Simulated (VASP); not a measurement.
# Ru (P2_1/m) in VASP: further runs

The runs below take Ru through single point, with PBE.

All numbers are computed with VASP 6.6.1; they aren't measurements. Logs are shortened: lines on timing, memory, paths and dates and some standing lists are left out, and cuts for length are marked.

## Step 1: The cell of the first run

Symmetry: P2_1/m, No. 11, monoclinic system. The conventional cell has a = 2.706 Å, b = 4.282 Å, c = 2.706 Å, α = 90.00°, β = 120.00°, γ = 90.00°. Within 3.2 Å of Ru (site symmetry m) lie 12 Ru at 2.45 to 3.06 Å.

## Step 2: Single point, PBE (atom 1 (Ru) moved by (-0.450, +0.450) A along x and y)

The input, INCAR:

```
ALGO     = Fast           # electronic algorithm
EDIFF    = 1E-6           # SCF threshold, eV
ENCUT    = 520            # plane-wave cutoff, eV
GGA      = PE             # functional
ISIF     = 2              # what is computed and relaxed
ISMEAR   = 0              # smearing method
LASPH    = True           # aspherical terms in the spheres
LCHARG   = False          # write CHGCAR
LREAL    = False          # projectors in reciprocal space
LWAVE    = False          # write WAVECAR
NBANDS   = 21             # bands
NELM     = 100            # most SCF steps
PREC     = Accurate       # precision mode
SIGMA    = 0.15           # smearing width, eV
```

The input, KPOINTS:

```
k-points
0
Gamma
  24 24 12
```

The input, POSCAR:

```
Ru
1.0
    2.7057993342      0.0000000000      0.0000000000
   -1.3528996671      2.3432909610      0.0000000000
    0.0000000000      0.0000000000      4.2819000000
Ru
2
Direct
    0.2630426889      0.8587042785      0.2500000000
    0.6666666667      0.3333333333      0.7500000000
```

Potentials or basis: VASP PAW PBE potentials, release 64 (Ru_pv).

Command:

```bash
cat potpaw_PBE.64/Ru_pv/POTCAR > POTCAR
mpirun -np 1 vasp_std > vasp.out
```

OUTCAR:

```text
EDIFF = 1E-6
   ENCUT = 520
   GGA = PE
   ISIF = 2
   ISMEAR = 0
   LASPH = True
   LREAL = False
   NELM = 100
   PREC = Accurate

 ion  position               nearest neighbor table
   1  0.263  0.859  0.250-   2 2.45   2 2.45   2 2.63   2 2.63   2 3.06   2 3.06   2 3.30   2 3.30

   2  0.667  0.333  0.750-   1 2.45   1 2.45   1 2.63   1 2.63   1 3.06   1 3.06   1 3.30   1 3.30

  LATTYP: Found a hexagonal cell.
 ALAT       =     2.7057993342
 C/A-ratio  =     1.5824898565

  Lattice vectors:

 A1 = (   2.7057993342,   0.0000000000,   0.0000000000)
 A2 = (  -1.3528996671,   2.3432909610,   0.0000000000)
 A3 = (   0.0000000000,   0.0000000000,   4.2819000000)

Analysis of symmetry for initial positions (statically):
=====================================================================
 Subroutine PRICEL returns:
 Original cell was already a primitive cell.

 Routine SETGRP: Setting up the symmetry group for a
 hexagonal supercell.

 Subroutine GETGRP returns: Found  4 space group operations
 (whereof  1 operations were pure point group operations)
 out of a pool of 24 trial point group operations.

The static configuration has the point symmetry C_1 .
 The point group associated with its full space group is C_2h.

Analysis of symmetry for dynamics (positions and initial velocities):
=====================================================================
 Subroutine PRICEL returns:
 Original cell was already a primitive cell.

 Routine SETGRP: Setting up the symmetry group for a
 hexagonal supercell.

 Subroutine GETGRP returns: Found  4 space group operations
 (whereof  1 operations were pure point group operations)
 out of a pool of 24 trial point group operations.

The dynamic configuration has the point symmetry C_1 .
 The point group associated with its full space group is C_2h.

 Subroutine INISYM returns: Found  4 space group operations
 (whereof  1 operations are pure point group operations),
 and found     1 'primitive' translations

----------------------------------------------------------------------------------------

                                     Primitive cell

  volume of cell :      27.1493

  direct lattice vectors                    reciprocal lattice vectors
     2.705799334  0.000000000  0.000000000     0.369576556  0.213375124  0.000000000
    -1.352899667  2.343290961  0.000000000     0.000000000  0.426750249  0.000000000
     0.000000000  0.000000000  4.281900000     0.000000000  0.000000000  0.233541185

  length of vectors
     2.705799334  2.705799334  4.281900000     0.426750249  0.426750249  0.233541185

  position of ions in fractional coordinates (direct lattice)
     0.263042689  0.858704278  0.250000000
     0.666666667  0.333333333  0.750000000

  ion indices of the primitive-cell ions
   primitive index   ion index
                 1           1
                 2           2

----------------------------------------------------------------------------------------

 KPOINTS: k-points

Automatic generation of k-mesh.
 Grid dimensions read from file:
 generate k-points for:   24   24   12

 Generating k-lattice:

  Cartesian coordinates                     Fractional coordinates (reciprocal lattice)
     0.015399023  0.008890630  0.000000000     0.041666667  0.000000000  0.000000000
     0.000000000  0.017781260  0.000000000     0.000000000  0.041666667  0.000000000
     0.000000000  0.000000000  0.019461765     0.000000000  0.000000000  0.083333333

  Length of vectors
     0.017781260  0.017781260  0.019461765

  Shift w.r.t. Gamma in fractional coordinates (k-lattice)
     0.000000000  0.000000000  0.000000000

 Subroutine IBZKPT returns following result:
 ===========================================

 Found   2030 irreducible k-points:

 Following reciprocal coordinates:
            Coordinates               Weight
  0.000000  0.000000  0.000000      1.000000
  0.041667  0.000000  0.000000      2.000000
  0.000000  0.041667  0.000000      2.000000
 -0.041667  0.041667  0.000000      2.000000
  0.083333  0.000000  0.000000      2.000000
  0.000000  0.083333  0.000000      2.000000
[... 16 lines left out ...]
  0.333333  0.000000  0.000000      2.000000
  0.000000  0.333333  0.000000      2.000000
 [... further k-points ...]
   k-points           NKPTS =   2030   k-points in BZ     NKDIM =   2030   number of bands    NBANDS=     21
   number of dos      NEDOS =    301   number of ions     NIONS =      2
   total plane-waves  NPLWV =  12800
   dimension x,y,z NGX =    20 NGY =   20 NGZ =   32
   dimension x,y,z NGXF=    40 NGYF=   40 NGZF=   64
   ions per type =               2
   NGX,Y,Z   is equivalent  to a cutoff of  12.29, 12.29, 12.42 a.u.
   NGXF,Y,Z  is equivalent  to a cutoff of  24.58, 24.58, 24.85 a.u.
 SYSTEM =  unknown system
   PREC   = accura    normal or accurate (medium, high low for compatibility)
   ISTART =      0    job   : 0-new  1-cont  2-samecut
   ICHARG =      2    charge: 1-file 2-atom 10-const
   ISPIN  =      1    spin polarized calculation?
   LNONCOLLINEAR =      F non collinear calculations
   LSORBIT =      F    spin-orbit coupling
   LASPH  =      T    aspherical Exc in radial PAW
   ENCUT  =  520.0 eV  38.22 Ry    6.18 a.u.   5.03  5.03  7.96*2*pi/ulx,y,z
   NELM   =    100;   NELMIN=  2; NELMDL= -5     # of ELM steps
   EDIFF  = 0.1E-05   stopping-criterion for ELM
   LREAL  =      F    real-space projection
   EDIFFG = 0.1E-04   stopping-criterion for IOM
   NSW    =      0    number of steps for IOM
   IBRION =     -1    ionic relax: 0-MD 1-quasi-New 2-CG
   NFREE  =      0    steps in history (QN), initial steepest desc. (CG)
   ISIF   =      2    stress and relaxation
   ISYM   =      2    0-nonsym 1-usesym 2-fastsym
   POTIM  = 0.5000    time-step for ionic-motion
   TEBEG  =    0.0;   TEEND  =   0.0 temperature during run
   PSTRESS=    0.0 pullay stress
   NELECT =      28.0000    total number of electrons
   NUPDOWN=      -1.0000    fix difference up-down
   EMIN   =  10.00;   EMAX   =-10.00  energy-range for DOS
   EFERMI =   0.00;   METHOD = LEGACY
   ISMEAR =     0;   SIGMA  =   0.15  broadening in eV -4-tet -1-fermi 0-gaus
   EFERMI_NEDOS =   21; number of points for ismear=-14 and -15
   IALGO  =     68    algorithm
   IMIX   =      4    mixing-type and parameters
     AMIX     =   0.40;   BMIX     =  1.00
     AMIX_MAG =   1.60;   BMIX_MAG =  1.00
  volume/ion in A,a.u.               =      13.57        91.61
  Fermi-wavevector in a.u.,A,eV,Ry     =   1.654022  3.125649 37.222686  2.735790
  Thomas-Fermi vector in A             =   2.742361
   LORBIT       =      0    0 simple, 1 ext, 2 COOP (PROOUT), +10 PAW based schemes
   GGA     = PE    functional components
   LHFCALC =     F    Hartree Fock is set to
   AEXX    =    0.0000 exact exchange contribution
   IVDW    =     0    specifies the selected vdW correction
   LEPSILON=     F    determine dielectric tensor
   LRPA    =     F    only Hartree local field effects (RPA)
 non-spin polarized calculation
 RMM-DIIS sequential band-by-band and
 Gauss-broadening in eV      SIGMA  =   0.15
  energy-cutoff  :      520.00
  volume of cell :       27.15
 maximum number of plane-waves:       756
   NGX =  9   NGY =  9   NGZ = 15

 number of electron      28.0000008 magnetization

 Free energy of the ion-electron system (eV)
  ---------------------------------------------------
  ext. energy  EPLUGINS =         0.00000000
  ---------------------------------------------------
  free energy    TOTEN  =       -17.34859013 eV

  energy without entropy =      -17.31053688  energy(sigma->0) =      -17.32956350

 E-fermi :  12.9856     XC(G=0): -14.0909

 val. band max:       12.9854864381   @ k =  -0.0833   0.2500   0.4167
 cond. band min:      12.9856795529   @ k =   0.3333   0.0000   0.0000
 fundamental gap:      0.0001931147
 Fermi energy:        12.9856370229

 k-point     1 :       0.0000    0.0000    0.0000
  band No.  band energies     occupation
      1     -30.8891      2.00000
      2     -29.8566      2.00000
      3     -29.6928      2.00000
      4     -29.5893      2.00000
      5     -29.5074      2.00000
      6     -29.4749      2.00000
[... 13 lines left out ...]
     20      23.4965      0.00000
     21      23.6456      0.00000

 k-point     2 :       0.0417    0.0000    0.0000
  band No.  band energies     occupation
      1     -30.8825      2.00000
      2     -29.8659      2.00000
      3     -29.6989      2.00000
      4     -29.5954      2.00000
      5     -29.5183      2.00000
      6     -29.4785      2.00000
[... 13 lines left out ...]
     20      23.4965      0.00000
     21      23.6228      0.00000

 k-point     3 :       0.0000    0.0417    0.0000
  band No.  band energies     occupation
      1     -30.8822      2.00000
      2     -29.8660      2.00000
      3     -29.6975      2.00000
      4     -29.5947      2.00000
      5     -29.5204      2.00000
      6     -29.4788      2.00000
[... 13 lines left out ...]
     20      23.4965      0.00000
     21      23.6220      0.00000

 k-point     4 :      -0.0417    0.0417    0.0000
  band No.  band energies     occupation
      1     -30.8859      2.00000
      2     -29.8599      2.00000
      3     -29.7078      2.00000
      4     -29.6002      2.00000
      5     -29.5103      2.00000
      6     -29.4746      2.00000
[... 13 lines left out ...]
     20      23.4965      0.00000
     21      23.6308      0.00000

 k-point     5 :       0.0833    0.0000    0.0000
  band No.  band energies     occupation
      1     -30.8629      2.00000
      2     -29.8936      2.00000
      3     -29.7186      2.00000
      4     -29.6129      2.00000
      5     -29.5486      2.00000
      6     -29.4894      2.00000
[... 13 lines left out ...]
     20      23.4964      0.00000
     21      23.5699      0.00000
[... 382 lines left out ...]
     20      23.4968      0.00000
     21      25.5348      0.00000

 k-point    22 :      -0.2917    0.2917    0.0000
  band No.  band energies     occupation
      1     -30.7687      2.00000
      2     -30.2284      2.00000
      3     -29.9895      2.00000
      4     -29.9754      2.00000
      5     -29.6120      2.00000
      6     -29.4654      2.00000
[... 13 lines left out ...]
     20      23.4979      0.00000
     21      25.6509      0.00000

 k-point    23 :       0.3333    0.0000    0.0000
  band No.  band energies     occupation
      1     -30.5397      2.00000
      2     -30.3130      2.00000
      3     -30.1876      2.00000
      4     -29.7891      2.00000
      5     -29.7515      2.00000
      6     -29.6923      2.00000
[... 13 lines left out ...]
     20      23.4969      0.00000
     21      24.4233      0.00000

 k-point    24 :       0.0000    0.3333    0.0000
  band No.  band energies     occupation
      1     -30.5221      2.00000
      2     -30.3018      2.00000
      3     -30.1685      2.00000
      4     -29.8419      2.00000
      5     -29.7306      2.00000
      6     -29.7113      2.00000
[... 13 lines left out ...]
     20      23.4966      0.00000
     21      24.3372      0.00000

 [... further k-points ...]
[... 5 lines left out ...]
  --------------------------------------------------------------------------------------
  -------------------------------------------------------------------------------------
  Total        0.3540677      2.6723653      5.8960251      0.9364203      0.0000000      0.0000000
  in kB       20.8948141    157.7059535    347.9457866     55.2615546      0.0000000      0.0000000
  external PRESSURE =     175.5155181 kB  Pullay stress =       0.0000000 kB

 VOLUME and BASIS-vectors are now :
 -----------------------------------------------------------------------------
  energy-cutoff  :      520.00
  volume of cell :       27.15
      direct lattice vectors                 reciprocal lattice vectors
     2.705799334  0.000000000  0.000000000     0.369576556  0.213375124  0.000000000
    -1.352899667  2.343290961  0.000000000     0.000000000  0.426750249  0.000000000
     0.000000000  0.000000000  4.281900000     0.000000000  0.000000000  0.233541185

 POSITION                                       TOTAL-FORCE (eV/Angst)
 -----------------------------------------------------------------------------------
     -0.45000      2.01219      1.07048         1.375423     -1.176332      0.000000
      1.35290      0.78110      3.21143        -1.375423      1.176332     -0.000000
 -----------------------------------------------------------------------------------
    total drift:                                0.000010      0.000003     -0.000000

  FREE ENERGIE OF THE ION-ELECTRON SYSTEM (eV)
  ---------------------------------------------------
  free  energy   TOTEN  =       -17.3485901265 eV

  energy  without entropy=      -17.3105368813  energy(sigma->0) =      -17.32956350
```

Run time: 9.5 min. Hardware: 1 thread of AMD EPYC 9R14 (Zen 4), shared host; peak memory 0.87 GiB.

Results:

```yaml
Free_energy: -17.3486 eV
Pressure: 17.6 GPa
Largest_force: 1.810 eV/Å
Band_gap_on_the_k_mesh: zero (band 14 reaches 14.65 eV, above the bottom of band 15 at 11.53 eV)
```

Forces in eV/Å, atoms in the order of the input:
```
Ru   1.375 -1.176  0.000
Ru  -1.375  1.176  0.000
```

Levels at points of the mesh, in eV from the Fermi level:
```tsv
k point	band 10	band 11	band 12	band 13	band 14	band 15	band 16	band 17	band 18	band 19
(0.00, 0.00, 0.00)	-2.94	-2.62	-1.81	-1.61	-1.37	-0.88	0.68	1.18	2.46	10.47
(0.50, 0.00, 0.00)	-3.19	-2.88	-2.23	-1.34	-0.64	1.54	1.63	4.32	5.54	10.51
(0.00, 0.50, 0.00)	-4.08	-2.96	-2.17	-2.04	0.18	1.38	1.78	4.66	5.18	12.47
(0.50, 0.50, 0.00)	-3.56	-1.49	-0.37	0.25	1.27	1.94	2.11	2.39	7.50	8.60
(0.00, 0.00, 0.50)	-3.00	-2.51	-2.51	-2.30	-2.30	-0.19	-0.19	0.03	0.03	10.51
(0.50, 0.00, 0.50)	-5.28	-0.35	-0.35	1.38	1.38	1.63	1.63	2.96	2.96	10.98
(0.00, 0.50, 0.50)	-5.18	-0.43	-0.43	1.54	1.54	1.84	1.84	2.44	2.44	10.51
(0.50, 0.50, 0.50)	-4.73	-1.93	-1.93	-0.55	-0.55	1.61	1.61	5.33	5.33	8.44
```

Caveat: the cell differs from its parent crystal (atom 1 (Ru) moved by (-0.450, +0.450) A along x and y); forces of over 1 eV/Å act on the atoms, so gaps and moduli don't describe the material at rest.

## Step 3: Single point, PBE (atom 1 (Ru) moved by (-0.225, +0.000) A along x and y)

The input, INCAR:

```
PREC = Accurate
ENCUT = 520
EDIFF = 1E-6
ISMEAR = 0
SIGMA = 0.15
LREAL = F
LASPH = T
NELM = 100
ALGO = Fast
ISIF = 2
LWAVE = F
LCHARG = F
GGA = PE
NBANDS = 21
```

The input, KPOINTS:

```
regular mesh
0
Gamma
  24 24 12
```

POSCAR, as its differences from that of step 2:

```diff
@@ -8,3 +8,3 @@
 Direct
-    0.2630426889      0.8587042785      0.2500000000
+    0.2501786082      0.6666666667      0.2500000000
     0.6666666667      0.3333333333      0.7500000000
```

Potentials or basis: VASP PAW PBE potentials, release 64 (Ru_pv).

Command:

```bash
cat potpaw_PBE.64/Ru_pv/POTCAR > POTCAR
mpirun -np 1 vasp_std > vasp.out
```

Wall time 5.3 min (1 thread of Intel Xeon 6975P-C (Granite Rapids), shared host); peak memory 0.9 GiB.

Results (log left out):

```
Free energy            : -18.2944 eV
Pressure               : 6.9 GPa
Largest force          : 1.547 eV/Å
Band gap on the k mesh : zero (band 14 reaches 14.48 eV, above the bottom of band 15 at 11.45 eV)
```

Forces on the atoms (eV/Å):
```
Ru   1.544 -0.091  0.000
Ru  -1.544  0.091  0.000
```

Stress tensor (GPa, compression positive):
```
5.36 3.89 0.00
3.89 5.87 0.00
0.00 0.00 9.35
```

Levels at points of the mesh, in eV from the Fermi level:
```
           k point  band 10  band 11  band 12  band 13  band 14  band 15  band 16  band 17  band 18  band 19
(0.00, 0.00, 0.00)    -2.74    -2.42    -2.01    -2.00    -1.57    -0.66     0.34     1.26     1.79    10.30
(0.50, 0.00, 0.00)    -2.95    -2.83    -2.33    -1.66     1.26     1.65     1.94     4.63     5.46    12.05
(0.00, 0.50, 0.00)    -2.86    -2.11    -1.83    -1.83     1.43     1.43     1.77     4.03     6.08    11.03
(0.50, 0.50, 0.00)    -3.21    -1.54    -1.31    -1.27     1.59     1.61     1.94     3.42     6.62    10.17
(0.00, 0.00, 0.50)    -2.88    -2.82    -2.82    -2.57    -2.57     0.22     0.22     0.66     0.66    10.41
(0.50, 0.00, 0.50)    -4.66    -0.97    -0.97     1.16     1.16     1.61     1.61     2.70     2.70    10.40
(0.00, 0.50, 0.50)    -4.75    -0.94    -0.94     0.57     0.57     1.64     1.64     3.40     3.40    10.38
(0.50, 0.50, 0.50)    -4.60    -1.18    -1.18    -0.16    -0.16     1.67     1.67     4.08     4.08     9.81
```

Caveat: the cell differs from its parent crystal (atom 1 (Ru) moved by (-0.225, +0.000) A along x and y); forces of over 1 eV/Å act on the atoms, so gaps and moduli don't describe the material at rest.

## Step 4: Single point, PBE (atom 1 (Ru) moved by (-0.450, -0.450) A along x and y)

The input, INCAR:

```
SYSTEM = Ru
PREC = Accurate ; ENCUT = 520
EDIFF = 1E-7 ; ISMEAR = 0
SIGMA = 0.15 ; LREAL = .FALSE.
LASPH = .TRUE. ; NELM = 100
ALGO = Fast ; ISIF = 2
LWAVE = .FALSE. ; LCHARG = .FALSE.
GGA = PE ; NBANDS = 21
```

The input, KPOINTS:

```
regular mesh
0
G
  24 24 12
  0 0 0
```

POSCAR, as its differences from that of step 3:

```diff
@@ -8,3 +8,3 @@
 Direct
-    0.2501786082      0.6666666667      0.2500000000
+    0.0710050771      0.4746290548      0.2500000000
     0.6666666667      0.3333333333      0.7500000000
```

Command:

```bash
cat potpaw_PBE.64/Ru_pv/POTCAR > POTCAR
mpirun -np 1 vasp_std > vasp.out
```

Run time: 6.8 min. Hardware: 1 thread of Intel Xeon 6975P-C (Granite Rapids), shared host; peak memory 0.9 GiB.

Results (log left out):

| Quantity | Value |
| --- | --- |
| Free energy | -17.3586 eV |
| Pressure | 22.5 GPa |
| Largest force | 2.656 eV/Å |
| Band gap on the k mesh | zero (band 14 reaches 14.54 eV, above the bottom of band 15 at 11.38 eV) |

Forces on the atoms (eV/Å):
```
Ru   1.959  1.793  0.000
Ru  -1.959 -1.793  0.000
```

Stress tensor (GPa, compression positive):
```
20.82  7.45  0.00
 7.45  6.34  0.00
 0.00  0.00 40.36
```

Levels at points of the mesh, in eV from the Fermi level:
```csv
k point,band 11,band 12,band 13,band 14,band 15,band 16,band 17,band 18
"(0.00, 0.00, 0.00)",-2.43,-2.04,-1.92,-1.60,-1.21,0.66,1.15,1.18
"(0.50, 0.00, 0.00)",-3.59,-2.99,-1.51,1.25,1.45,1.87,4.06,5.47
"(0.00, 0.50, 0.00)",-2.66,-0.70,-0.19,0.39,1.36,1.73,2.92,6.97
"(0.50, 0.50, 0.00)",-2.01,-1.43,-1.21,-0.70,1.50,1.60,3.56,6.23
"(0.00, 0.00, 0.50)",-2.89,-2.89,-2.30,-2.30,0.38,0.38,0.58,0.58
"(0.50, 0.00, 0.50)",-1.06,-1.06,1.42,1.42,1.58,1.58,2.93,2.93
"(0.00, 0.50, 0.50)",-2.09,-2.09,0.73,0.73,1.60,1.60,4.93,4.93
"(0.50, 0.50, 0.50)",-1.11,-1.11,1.09,1.09,1.57,1.57,4.11,4.11
```

Caveat: the cell differs from its parent crystal (atom 1 (Ru) moved by (-0.450, -0.450) A along x and y); forces of over 1 eV/Å act on the atoms, so gaps and moduli don't describe the material at rest.
